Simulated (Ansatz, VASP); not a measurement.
WC in VASP and in Ansatz

INCAR

```
SYSTEM = WC
PREC     = Accurate       ! precision mode
ENCUT    = 520            ! plane-wave cutoff, eV
EDIFF    = 1E-8           ! SCF threshold, eV
ISMEAR   = -1             ! smearing method
SIGMA    = 0.05           ! smearing width, eV
LREAL    = .FALSE.        ! projectors in reciprocal space
LASPH    = .TRUE.         ! aspherical terms in the spheres
NELM     = 80             ! most SCF steps
ALGO     = Normal         ! electronic algorithm
ISIF     = 2              ! what is computed and relaxed
LWAVE    = .FALSE.        ! write WAVECAR
LCHARG   = .FALSE.        ! write CHGCAR
GGA      = PS             ! functional
LEFG     = .TRUE.       
NBANDS   = 16             ! bands
```

Contents of KPOINTS:

```
Automatic mesh
0
G
  13 13 12
  0 0 0
```

The input POSCAR:

```
WC
1.0
    2.8810343969      0.0000000000      0.0000000000
   -1.4405171984      2.4950489769      0.0000000000
    0.0000000000      0.0000000000      2.8100128507
W C
1 1
Direct
    0.0000000000      0.0000000000      0.0000000000
    0.6666666667      0.3333333333      0.5000000000
```

Input for Ansatz:

```yaml
crystal:
  lattice:
    - [2.8810343969, 0.0, 0.0]
    - [-1.4405171984, 2.4950489769, 0.0]
    - [0.0, 0.0, 2.8100128507]
  atoms:
    - { symbol: W, position: [0.0, 0.0, 0.0] }
    - { symbol: C, position: [0.6666666667, 0.3333333333, 0.5] }
kpoints:
  mp_grid: { grid: [13, 13, 12] }
scf:
  occupations: { method: fermi_dirac, width: 0.05 }
hamiltonian:
  xc: pbesol
  pseudopotentials: { kind: paw }
output:
  forces: true
  stress: true
  eigenvalues: true
  efg: { contact_densities: true }
  write_density: true
  write_potential: true
  elf: true
  volumetric_format: npy
```

Change from the starting cell: volume scaled by 0.98, PAW files.

Alike in both runs: task electric field gradients; functional PBEsol; k mesh 13 × 13 × 12; occupations fermi-dirac, width 0.05 eV; no spin polarisation.

|  | VASP | Ansatz |
| --- | --- | --- |
| version | VASP 6.6.1 | Ansatz 0.2.0 |
| potentials or method | VASP PAW PBE potentials, release 64 (W_sv, C) | PAW with Ansatz's default frozen-core files, scalar-relativistic |
| plane-wave cutoff (eV) | 520 | 420 |
| valence electrons in the cell | 18 | 18 |

Ansatz gave:

```
pressure (GPa)                                                : 7.7
traceless stress, the component that is largest in VASP (GPa) : 0.54
size of Vzz on the site where it differs most (V/Å²)          : 151.7
```

**Question.** Which values does VASP return?

**Answer.** Pressure (GPa): 9.2; traceless stress, the component that is largest in VASP (GPa): 0.79; size of Vzz on the site where it differs most (V/Å²): 155.8.

VASP's potentials were made for PBE, not for PBEsol.

Spin-orbit coupling is off throughout.
